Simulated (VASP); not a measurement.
A run of VASP 6.6.1 is set up as follows.

Contents of INCAR:

```
  PREC = Accurate
  ENCUT = 520
  EDIFF = 1E-6
  ISMEAR = 0
  SIGMA = 0.1
  LREAL = False
  LASPH = True
  NELM = 80
  ALGO = Fast
  ISIF = 2
  LWAVE = False
  LCHARG = False
  GGA = PS
  NBANDS = 29
```

File KPOINTS:

```
regular mesh
0
Gamma
  12 12 4
```

Contents of POSCAR:

```
Al2Ru
1.0
    3.1837849204      0.0000000000      0.0000000000
    0.0000000000      3.1837849204      0.0000000000
    0.0000000000      0.0000000000      8.3220268968
Al Ru
4 2
Direct
    0.5000000000      0.5000000000      0.1597925477
    0.0000000000      0.0000000000      0.3402074523
    0.0000000000      0.0000000000      0.6597925477
    0.5000000000      0.5000000000      0.8402074523
    0.0000000000      0.0000000000      0.0000000000
    0.5000000000      0.5000000000      0.5000000000
```

Potentials or basis: VASP PAW PBE potentials, release 64 (Al, Ru_pv).

Command:

```console
$ cat potpaw_PBE.64/Al/POTCAR potpaw_PBE.64/Ru_pv/POTCAR > POTCAR
$ mpirun -np 1 vasp_std > vasp.out
```

(1) What does it give for the pressure?

(2) Estimate the largest force.

(3) Estimate the band gap on the k mesh.

Answers

(1) -4.5 GPa.

(2) 0.071 eV/Å.

(3) zero (bands 20 and 21 overlap by 0.23 eV).

Caveat: the cell differs from its parent crystal (biaxial strain in the a-b plane: +2.0 %); the stress differs along the axes, from -6 to -1 GPa; the PAW data sets were made with another functional, which shifts forces and pressure a little.
